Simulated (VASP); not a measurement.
# Ru (P6_3/mmc) in VASP: a series of runs

Ru is run at these levels: PBEsol; tasks: single point, relaxation of cell and atoms.

All numbers are computed with VASP 6.6.1; they aren't measurements. Logs are shortened: lines on timing, memory, paths and dates and some standing lists are left out, and cuts for length are marked.

**1. The cell of the first run**

Symmetry: P6_3/mmc, No. 194, hexagonal system. The conventional cell has a = 2.704 Å, b = 2.704 Å, c = 4.225 Å, α = 90.00°, β = 90.00°, γ = 120.00°. Ru (site symmetry -6m2) has 12 Ru at 2.63 to 2.70 Å within 3.5 Å.

**2. Single point, PBEsol**

INCAR reads:

```
PREC = Accurate
ENCUT = 500
EDIFF = 1E-6
ISMEAR = -1
SIGMA = 0.1
LREAL = False
LASPH = True
NELM = 120
ALGO = Normal
ISIF = 2
LWAVE = False
LCHARG = False
GGA = PS
NBANDS = 21
GGA_COMPAT = False
```

KPOINTS reads:

```
Automatic mesh
0
Gamma
  7 7 4
```

POSCAR reads:

```
Ru
1.0
    2.7042808955      0.0000000000      0.0000000000
   -1.3521404478      2.3419759545      0.0000000000
    0.0000000000      0.0000000000      4.2251744144
Ru
2
Direct
    0.3333333333      0.6666666667      0.2500000000
    0.6666666667      0.3333333333      0.7500000000
```

Potentials or basis: VASP PAW PBE potentials, release 64 (Ru_pv).

Run with:

```console
cat potpaw_PBE.64/Ru_pv/POTCAR > POTCAR
mpirun -np 1 vasp_std > vasp.out
```

OUTCAR:

```text
PREC = Accurate
   ENCUT = 500
   EDIFF = 1E-6
   ISMEAR = -1
   LREAL = False
   LASPH = True
   NELM = 120
   ISIF = 2
   GGA = PS

 ion  position               nearest neighbor table
   1  0.333  0.667  0.250-   2 2.63   2 2.63   2 2.63   2 2.63   2 2.63   2 2.63
   2  0.667  0.333  0.750-   1 2.63   1 2.63   1 2.63   1 2.63   1 2.63   1 2.63

  LATTYP: Found a hexagonal cell.
 ALAT       =     2.7042808955
 C/A-ratio  =     1.5624021977

  Lattice vectors:

 A1 = (   2.7042808955,   0.0000000000,   0.0000000000)
 A2 = (  -1.3521404478,   2.3419759545,   0.0000000000)
 A3 = (   0.0000000000,   0.0000000000,   4.2251744144)

Analysis of symmetry for initial positions (statically):
=====================================================================
 Subroutine PRICEL returns:
 Original cell was already a primitive cell.

 Routine SETGRP: Setting up the symmetry group for a
 hexagonal supercell.

 Subroutine GETGRP returns: Found 24 space group operations
 (whereof 12 operations were pure point group operations)
 out of a pool of 24 trial point group operations.

The static configuration has the point symmetry D_3d.
 The point group associated with its full space group is D_6h.

Analysis of symmetry for dynamics (positions and initial velocities):
=====================================================================
 Subroutine PRICEL returns:
 Original cell was already a primitive cell.

 Routine SETGRP: Setting up the symmetry group for a
 hexagonal supercell.

 Subroutine GETGRP returns: Found 24 space group operations
 (whereof 12 operations were pure point group operations)
 out of a pool of 24 trial point group operations.

The dynamic configuration has the point symmetry D_3d.
 The point group associated with its full space group is D_6h.

 Subroutine INISYM returns: Found 24 space group operations
 (whereof 12 operations are pure point group operations),
 and found     1 'primitive' translations

----------------------------------------------------------------------------------------

                                     Primitive cell

  volume of cell :      26.7596

  direct lattice vectors                    reciprocal lattice vectors
     2.704280896  0.000000000  0.000000000     0.369784071  0.213494933  0.000000000
    -1.352140448  2.341975955  0.000000000     0.000000000  0.426989866  0.000000000
     0.000000000  0.000000000  4.225174414     0.000000000  0.000000000  0.236676620

  length of vectors
     2.704280896  2.704280896  4.225174414     0.426989866  0.426989866  0.236676620

  position of ions in fractional coordinates (direct lattice)
     0.333333333  0.666666667  0.250000000
     0.666666667  0.333333333  0.750000000

  ion indices of the primitive-cell ions
   primitive index   ion index
                 1           1
                 2           2

----------------------------------------------------------------------------------------

 KPOINTS: Automatic mesh

Automatic generation of k-mesh.
 Grid dimensions read from file:
 generate k-points for:    7    7    4

 Generating k-lattice:

  Cartesian coordinates                     Fractional coordinates (reciprocal lattice)
     0.052826296  0.030499276  0.000000000     0.142857143 -0.000000000  0.000000000
     0.000000000  0.060998552  0.000000000     0.000000000  0.142857143  0.000000000
     0.000000000  0.000000000  0.059169155     0.000000000  0.000000000  0.250000000

  Length of vectors
     0.060998552  0.060998552  0.059169155

  Shift w.r.t. Gamma in fractional coordinates (k-lattice)
     0.000000000  0.000000000  0.000000000

 Subroutine IBZKPT returns following result:
 ===========================================

 Found     24 irreducible k-points:

 Following reciprocal coordinates:
            Coordinates               Weight
  0.000000  0.000000  0.000000      1.000000
  0.142857  0.000000  0.000000      6.000000
  0.285714  0.000000  0.000000      6.000000
  0.428571  0.000000  0.000000      6.000000
  0.142857  0.142857  0.000000      6.000000
  0.285714  0.142857  0.000000     12.000000
[... 16 lines left out ...]
  0.428571  0.142857  0.500000      6.000000
  0.285714  0.285714  0.500000      6.000000
   k-points           NKPTS =     24   k-points in BZ     NKDIM =     24   number of bands    NBANDS=     21
   number of dos      NEDOS =    301   number of ions     NIONS =      2
   total plane-waves  NPLWV =  12800
   dimension x,y,z NGX =    20 NGY =   20 NGZ =   32
   dimension x,y,z NGXF=    40 NGYF=   40 NGZF=   64
   ions per type =               2
   NGX,Y,Z   is equivalent  to a cutoff of  12.30, 12.30, 12.59 a.u.
   NGXF,Y,Z  is equivalent  to a cutoff of  24.59, 24.59, 25.18 a.u.
 SYSTEM =  unknown system
   PREC   = accura    normal or accurate (medium, high low for compatibility)
   ISTART =      0    job   : 0-new  1-cont  2-samecut
   ICHARG =      2    charge: 1-file 2-atom 10-const
   ISPIN  =      1    spin polarized calculation?
   LNONCOLLINEAR =      F non collinear calculations
   LSORBIT =      F    spin-orbit coupling
   LASPH  =      T    aspherical Exc in radial PAW
   ENCUT  =  500.0 eV  36.75 Ry    6.06 a.u.   4.93  4.93  7.70*2*pi/ulx,y,z
   NELM   =    120;   NELMIN=  2; NELMDL= -5     # of ELM steps
   EDIFF  = 0.1E-05   stopping-criterion for ELM
   LREAL  =      F    real-space projection
   EDIFFG = 0.1E-04   stopping-criterion for IOM
   NSW    =      0    number of steps for IOM
   IBRION =     -1    ionic relax: 0-MD 1-quasi-New 2-CG
   NFREE  =      0    steps in history (QN), initial steepest desc. (CG)
   ISIF   =      2    stress and relaxation
   ISYM   =      2    0-nonsym 1-usesym 2-fastsym
   POTIM  = 0.5000    time-step for ionic-motion
   TEBEG  =    0.0;   TEEND  =   0.0 temperature during run
   PSTRESS=    0.0 pullay stress
   NELECT =      28.0000    total number of electrons
   NUPDOWN=      -1.0000    fix difference up-down
   EMIN   =  10.00;   EMAX   =-10.00  energy-range for DOS
   EFERMI =   0.00;   METHOD = LEGACY
   ISMEAR =    -1;   SIGMA  =   0.10  broadening in eV -4-tet -1-fermi 0-gaus
   EFERMI_NEDOS =   21; number of points for ismear=-14 and -15
   IALGO  =     38    algorithm
   IMIX   =      4    mixing-type and parameters
     AMIX     =   0.40;   BMIX     =  1.00
     AMIX_MAG =   1.60;   BMIX_MAG =  1.00
  volume/ion in A,a.u.               =      13.38        90.29
  Fermi-wavevector in a.u.,A,eV,Ry     =   1.662014  3.140750 37.583222  2.762289
  Thomas-Fermi vector in A             =   2.748977
   LORBIT       =      0    0 simple, 1 ext, 2 COOP (PROOUT), +10 PAW based schemes
   GGA     = PS    functional components
   LHFCALC =     F    Hartree Fock is set to
   AEXX    =    0.0000 exact exchange contribution
   IVDW    =     0    specifies the selected vdW correction
   LEPSILON=     F    determine dielectric tensor
   LRPA    =     F    only Hartree local field effects (RPA)
 non-spin polarized calculation
  energy-cutoff  :      500.00
  volume of cell :       26.76
 maximum number of plane-waves:       699
 NGX is ok and might be reduce to    20
   NGX =  9   NGY =  9   NGZ = 15

 number of electron      27.9999997 magnetization

 Free energy of the ion-electron system (eV)
  ---------------------------------------------------
  ext. energy  EPLUGINS =         0.00000000
  ---------------------------------------------------
  free energy    TOTEN  =       -20.32322652 eV

  energy without entropy =      -20.24280641  energy(sigma->0) =      -20.28301646

 E-fermi :  13.0138     XC(G=0): -14.3674

 val. band max:       13.0112737509   @ k =   0.1429   0.1429   0.0000
 cond. band min:      13.0456615651   @ k =   0.2857   0.1429   0.0000
 fundamental gap:      0.0343878142
 Fermi energy:        13.0137720598

 k-point     1 :       0.0000    0.0000    0.0000
  band No.  band energies     occupation
      1     -30.7170      2.00000
      2     -29.6822      2.00000
      3     -29.6822      2.00000
      4     -29.4904      2.00000
      5     -29.4904      2.00000
      6     -29.4769      2.00000
[... 13 lines left out ...]
     20      23.2771      0.00000
     21      23.6521      0.00000

 k-point     2 :       0.1429    0.0000    0.0000
  band No.  band energies     occupation
      1     -30.6451      2.00000
      2     -29.8251      2.00000
      3     -29.7309      2.00000
      4     -29.6387      2.00000
      5     -29.5135      2.00000
      6     -29.5094      2.00000
[... 13 lines left out ...]
     20      23.2770      0.00000
     21      23.5447      0.00000

 k-point     3 :       0.2857    0.0000    0.0000
  band No.  band energies     occupation
      1     -30.4574      2.00000
      2     -30.1469      2.00000
      3     -29.9553      2.00000
      4     -29.8336      2.00000
      5     -29.6212      2.00000
      6     -29.5577      2.00000
[... 13 lines left out ...]
     20      23.2765      0.00000
     21      23.3387      0.00000

 k-point     4 :       0.4286    0.0000    0.0000
  band No.  band energies     occupation
      1     -30.4042      2.00000
      2     -30.2471      2.00000
      3     -30.1948      2.00000
      4     -29.9114      2.00000
      5     -29.7670      2.00000
      6     -29.5996      2.00000
[... 13 lines left out ...]
     20      23.2754      0.00000
     21      23.9246      0.00000

 k-point     5 :       0.1429    0.1429    0.0000
  band No.  band energies     occupation
      1     -30.5145      2.00000
      2     -30.0019      2.00000
      3     -29.9508      2.00000
      4     -29.7451      2.00000
      5     -29.5864      2.00000
      6     -29.5804      2.00000
[... 13 lines left out ...]
     20      23.2767      0.00000
     21      23.4064      0.00000
[... 382 lines left out ...]
     20      23.2762      0.00000
     21      28.7602      0.00000

 k-point    22 :       0.2857    0.1429    0.5000
  band No.  band energies     occupation
      1     -30.4316      2.00000
      2     -30.4316      2.00000
      3     -29.8759      2.00000
      4     -29.8759      2.00000
      5     -29.6924      2.00000
      6     -29.6924      2.00000
[... 13 lines left out ...]
     20      23.2747      0.00000
     21      26.3002      0.00000

 k-point    23 :       0.4286    0.1429    0.5000
  band No.  band energies     occupation
      1     -30.5158      2.00000
      2     -30.5158      2.00000
      3     -29.9262      2.00000
      4     -29.9262      2.00000
      5     -29.6915      2.00000
      6     -29.6915      2.00000
[... 13 lines left out ...]
     20      23.2592      0.00000
     21      23.8192      0.00000

 k-point    24 :       0.2857    0.2857    0.5000
  band No.  band energies     occupation
      1     -30.4442      2.00000
      2     -30.4442      2.00000
      3     -30.0577      2.00000
      4     -30.0577      2.00000
      5     -29.6696      2.00000
      6     -29.6696      2.00000
[... 13 lines left out ...]
     20      23.2709      0.00000
     21      25.0530      0.00000

------------------------ aborting loop because EDIFF is reached ----------------------------------------

  FORCE on cell =-STRESS in cart. coord.  units (eV):
  Direction    XX          YY          ZZ          XY          YZ          ZX
  --------------------------------------------------------------------------------------
  -------------------------------------------------------------------------------------
  Total       -0.1248879     -0.1248879     -0.1308907      0.0000000      0.0000000     -0.0000000
  in kB       -7.4774233     -7.4774233     -7.8368331      0.0000000      0.0000000     -0.0000000
  external PRESSURE =      -7.5972266 kB  Pullay stress =       0.0000000 kB

 VOLUME and BASIS-vectors are now :
 -----------------------------------------------------------------------------
  energy-cutoff  :      500.00
  volume of cell :       26.76
      direct lattice vectors                 reciprocal lattice vectors
     2.704280896  0.000000000  0.000000000     0.369784071  0.213494933  0.000000000
    -1.352140448  2.341975955  0.000000000     0.000000000  0.426989866  0.000000000
     0.000000000  0.000000000  4.225174414     0.000000000  0.000000000  0.236676620

 POSITION                                       TOTAL-FORCE (eV/Angst)
 -----------------------------------------------------------------------------------
     -0.00000      1.56132      1.05629        -0.000000      0.000000      0.000000
      1.35214      0.78066      3.16888         0.000000      0.000000      0.000000
 -----------------------------------------------------------------------------------
    total drift:                               -0.000000      0.000000     -0.000000

  FREE ENERGIE OF THE ION-ELECTRON SYSTEM (eV)
  ---------------------------------------------------
  free  energy   TOTEN  =       -20.3232265179 eV

  energy  without entropy=      -20.2428064120  energy(sigma->0) =      -20.28301646
```

Wall time 10 s (1 thread of Intel Xeon Platinum 8488C (Sapphire Rapids), shared host); peak memory 0.14 GiB.

Results:

```yaml
Free_energy: -20.3232 eV
Pressure: -0.8 GPa
Band_gap_on_the_k_mesh: zero (bands 14 and 15 overlap by 2.88 eV)
```

Caveat: the k points lie up to 0.38 Å⁻¹ apart, too coarse for converged energies and pressures of a metal; the PAW data sets were made with another functional, which shifts forces and pressure a little.

**3. Relaxation of cell and atoms, PBEsol**

This run uses another cell than the first one, of 13.57 Å³/atom.

INCAR reads:

```
ALGO = Normal
EDIFF = 1E-7
EDIFFG = -0.01
ENCUT = 500
GGA = PS
GGA_COMPAT = False
IBRION = 2
ISIF = 3
ISMEAR = -1
LASPH = True
LCHARG = False
LREAL = False
LWAVE = False
NELM = 120
NELMIN = 4
NSW = 80
PREC = Accurate
SIGMA = 0.1
```

KPOINTS reads:

```
k-points
0
Gamma
  7 7 4
```

POSCAR reads:

```
Ru
1.0
    2.7058000000      0.0000000000      0.0000000000
   -1.3529000000      2.3432915400      0.0000000000
    0.0000000000      0.0000000000      4.2819000000
Ru
2
Direct
    0.3333333333      0.6666666667      0.2500000000
    0.6666666667      0.3333333333      0.7500000000
```

Potentials or basis: VASP PAW PBE potentials, release 64 (Ru_pv).

Run with:

```console
cat potpaw_PBE.64/Ru_pv/POTCAR > POTCAR
mpirun -np 1 vasp_std > vasp.out
```

It took 40 s on 1 thread of Intel Xeon Platinum 8488C (Sapphire Rapids), shared host; peak memory 0.14 GiB.

It converged, with:

- Free energy: -20.3236 eV
- Relaxed volume: 13.35 Å³/atom
- Relaxed cell: a = 2.703 Å, b = 2.703 Å, c = 4.222 Å, α = 90.00°, β = 90.00°, γ = 120.00°
- Space group after relaxing (to 0.1 Å): P6_3/mmc (No. 194)
- Energy gained by relaxing: 6.0 meV/atom
- Ionic steps: 6
- Pressure after relaxing: 0.0 GPa
- Band gap on the k mesh: zero (bands 14 and 15 overlap by 2.89 eV)

Step by step:
| step | energy change (eV) | largest force (eV/Å) | pressure (GPa) | volume (Å³) |
| --- | --- | --- | --- | --- |
| 1 | 0.0000 | 0.0000 | -5.56 | 27.15 |
| 2 | 0.0773 | 0.0000 | 20.90 | 25.34 |
| 3 | -0.0110 | 0.0000 | 0.48 | 26.66 |
| 4 | -0.0110 | 0.0000 | 0.64 | 26.65 |
| 5 | -0.0115 | 0.0000 | -0.40 | 26.74 |
| 6 | -0.0121 | 0.0000 | 0.01 | 26.71 |

Final structure:
```
Ru
1.0
     2.70254    0.00000    0.00000
    -1.35127    2.34047    0.00000
     0.00000    0.00000    4.22214
Ru
2
Direct
  0.33333 0.66667 0.25000
  0.66667 0.33333 0.75000
```

Levels at points of the mesh, in eV from the Fermi level:
```csv
k point,band 11,band 12,band 13,band 14,band 15,band 16,band 17,band 18
"(0.00, 0.00, 0.00)",-2.41,-1.96,-1.96,-1.57,-1.57,1.18,1.18,1.35
"(0.00, 0.00, 0.50)",-2.91,-2.91,-2.77,-2.77,0.55,0.55,0.55,0.55
```

Caveat: the k points lie up to 0.38 Å⁻¹ apart in the final cell, too coarse for converged energies and pressures of a metal; the PAW data sets were made with another functional, which shifts forces and pressure a little.
